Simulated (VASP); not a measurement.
Write the native input for VASP 6.6.1 that does the following.

```yaml
Task: single point
Functional: PBE
Potentials_or_basis: VASP PAW PBE potentials, release 64 (B, As)
Cutoff: 500 eV
k_mesh: 4 × 4 × 4
Occupations: gaussian, width 0.1 eV
Spin: no spin polarisation
Dipole_correction: no
Further_INCAR_settings: ALGO = Normal; EDIFF = 1e-06; NBANDS = 15
```

The structure of B3As lies in POSCAR:

```
B3As
1.0
    3.7651446100      0.0000000000      0.0000000000
    0.0000000000      3.7651446100      0.0000000000
    0.0000000000      0.0000000000      3.7651446100
B As
3 1
Direct
    0.5000000000      0.0000000000      0.0000000000
    0.0000000000      0.5000000000      0.0000000000
    0.0000000000      0.0000000000      0.5000000000
    0.0000000000      0.0000000000      0.0000000000
```

The cell was built from a structure type or drawn by symmetry, and may not be a known phase.

One way to write it, as run:

INCAR

```
PREC = Accurate
ENCUT = 500
EDIFF = 1E-6
ISMEAR = 0
SIGMA = 0.1
LREAL = False
LASPH = True
NELM = 120
ALGO = Normal
ISIF = 2
LWAVE = False
LCHARG = False
GGA = PE
NBANDS = 15
GGA_COMPAT = False
```

KPOINTS

```
Automatic mesh
0
Gamma
  4 4 4
```

Potentials or basis: VASP PAW PBE potentials, release 64 (B, As).

Command:

```console
$ cat potpaw_PBE.64/B/POTCAR potpaw_PBE.64/As/POTCAR > POTCAR
$ mpirun -np 1 vasp_std > vasp.out
```

It gave:

| Quantity | Value |
| --- | --- |
| Pressure | 36.6 GPa |
| Band gap on the k mesh | zero (bands 7 and 8 overlap by 1.98 eV) |

Caveat: the k points lie up to 0.42 Å⁻¹ apart, too coarse for converged energies and pressures of a metal.

It took 14 s on 1 thread of Intel Xeon 8259CL, on a shared host, peak memory 0.15 GiB.
